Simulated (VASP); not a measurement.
Input of a VASP 6.6.1 run:

The input INCAR:

```
ALGO = Normal ; EDIFF = 1E-7
ENCUT = 520 ; GGA = CA
ISIF = 2 ; ISMEAR = -1
LASPH = True ; LCHARG = False
LREAL = False ; LWAVE = False
NBANDS = 8 ; NELM = 80
PREC = Accurate ; SIGMA = 0.1
```

The input KPOINTS:

```
k-points
0
Gamma
  13 13 13
```

File POSCAR:

```
Al
1.0
   -1.6121584934      1.6121584934      1.6121584934
    1.6121584934     -1.6121584934      1.6121584934
    1.6121584934      1.6121584934     -1.6121584934
Al
1
Direct
    0.0000000000      0.0000000000      0.0000000000
```

Potentials or basis: VASP PAW LDA potentials, release 64 (Al).

Launch:

```console
$ cat potpaw_LDA.64/Al/POTCAR > POTCAR
$ mpirun -np 1 vasp_std > vasp.out
```

(1) Estimate the pressure.

## Answers

(1) -2.5 GPa.
